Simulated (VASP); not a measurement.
# BaRhO3: single point with LDA

Crystal: BaRhO3.

```xyz
5
Lattice="4.1081 0.0000 0.0000 0.0000 4.1081 0.0000 0.0000 0.0000 4.1081" Properties=species:S:1:pos:R:3 pbc="T T T"
Ba    0.0000    0.0000    0.0000
Rh    2.0540    2.0540    2.0540
O     2.0540    0.0000    2.0540
O     0.0000    2.0540    2.0540
O     2.0540    2.0540    0.0000
```

| Item | Value |
| --- | --- |
| Program | VASP 6.6.1 |
| Task | single point |
| Functional | LDA |
| Potentials or basis | VASP PAW LDA potentials, release 64 (Ba_sv, Rh_sv_GW, O) |
| Cutoff | 700 eV |
| k mesh | 6 × 6 × 6 |
| Occupations | gaussian, width 0.1 eV |
| Spin | no spin polarisation |
| Dipole correction | no |
| Further INCAR settings | ALGO = Normal; EDIFF = 1e-06; NBANDS = 30 |

| Item | Value |
| --- | --- |
| Pressure | -15.3 GPa |
| Band gap on the k mesh | zero (an odd number of electrons rules out a gap without spin polarisation) |

Levels at points of the mesh, in eV from the Fermi level:
| k point | band 21 | band 22 | band 23 | band 24 | band 25 | band 26 |
| --- | --- | --- | --- | --- | --- | --- |
| (0.00, 0.00, 0.00) | -1.38 | -1.38 | -1.38 | -0.83 | -0.83 | 4.03 |
| (0.50, 0.00, 0.00) | -1.95 | -0.83 | 0.06 | 0.06 | 1.95 | 5.83 |
| (0.50, 0.50, 0.00) | -0.10 | -0.10 | 0.09 | 0.43 | 4.30 | 6.46 |
| (0.50, 0.50, 0.50) | 0.54 | 0.54 | 0.54 | 4.31 | 4.31 | 5.42 |

It took 70 s on 1 thread of Intel(R) Xeon(R) Platinum 8259CL CPU @ 2.50GHz (Skylake/Cascade Lake) (shared host), peak memory 0.23 GiB.

Caveat: the cell stands under tension; spin-orbit coupling is left out, which moves the levels of the heavy elements; an odd number of electrons without spin polarisation forces a metal; a magnetic or distorted state may lie lower.
